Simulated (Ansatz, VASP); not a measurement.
**Two plane-wave programs on NaI**

The input INCAR:

```
PREC     = Accurate       # precision mode
ENCUT    = 500            # plane-wave cutoff, eV
EDIFF    = 1E-6           # SCF threshold, eV
ISMEAR   = 0              # smearing method
SIGMA    = 0.01           # smearing width, eV
LREAL    = F              # projectors in reciprocal space
LASPH    = T              # aspherical terms in the spheres
NELM     = 120            # most SCF steps
ALGO     = Normal         # electronic algorithm
ISIF     = 2              # what is computed and relaxed
LWAVE    = F              # write WAVECAR
LCHARG   = F              # write CHGCAR
GGA      = PS             # functional
NBANDS   = 14             # bands
GGA_COMPAT= F
```

KPOINTS

```
Automatic mesh
0
Gamma
  4 4 4
```

POSCAR

```
NaI
1.0
    0.0000000000      3.2364000000      3.2364000000
    3.2364000000      0.0000000000      3.2364000000
    3.2364000000      3.2364000000      0.0000000000
Na I
1 1
Direct
    0.0000000000      0.0000000000      0.0000000000
    0.5000000000      0.5000000000      0.5750000000
```

Input for Ansatz:

```yaml
crystal:
  lattice:
    - [0.0, 3.2364, 3.2364]
    - [3.2364, 0.0, 3.2364]
    - [3.2364, 3.2364, 0.0]
  atoms:
    - { symbol: Na, position: [0.0, 0.0, 0.0] }
    - { symbol: I, position: [0.5, 0.5, 0.575] }
kpoints:
  mp_grid:
    grid: [4, 4, 4]
hamiltonian:
  xc: pbesol
  pseudopotentials:
    kind: paw
scf:
  occupations:
    method: fixed
output:
  forces: true
```

Alike in both runs: task single point; functional PBEsol; k mesh 4 × 4 × 4; no spin polarisation.

|  | VASP | Ansatz |
| --- | --- | --- |
| version | VASP 6.6.1 | Ansatz 0.2.0 |
| potentials or method | VASP PAW PBE potentials, release 64 (Na_pv, I) | plane waves, PAW |
| plane-wave cutoff (eV) | 500 | 420 |
| occupations | gaussian, width 0.01 eV | fixed |
| valence electrons in the cell | 14 | 26 |

```tsv
	VASP	Ansatz	Ansatz less VASP
rms of the force components (eV/Å)	0.187	0.185	-0.0028
```

VASP's potentials were made for PBE, not for PBEsol. Atom by atom the forces differ by 0.003 eV/Å (rms over components). VASP's potentials hold 14 valence electrons a cell and Ansatz's 26, so a difference there can come from the potentials and not from the codes.

The k mesh is coarse, so the values compare programs but aren't converged. Neither program's run includes spin-orbit coupling.
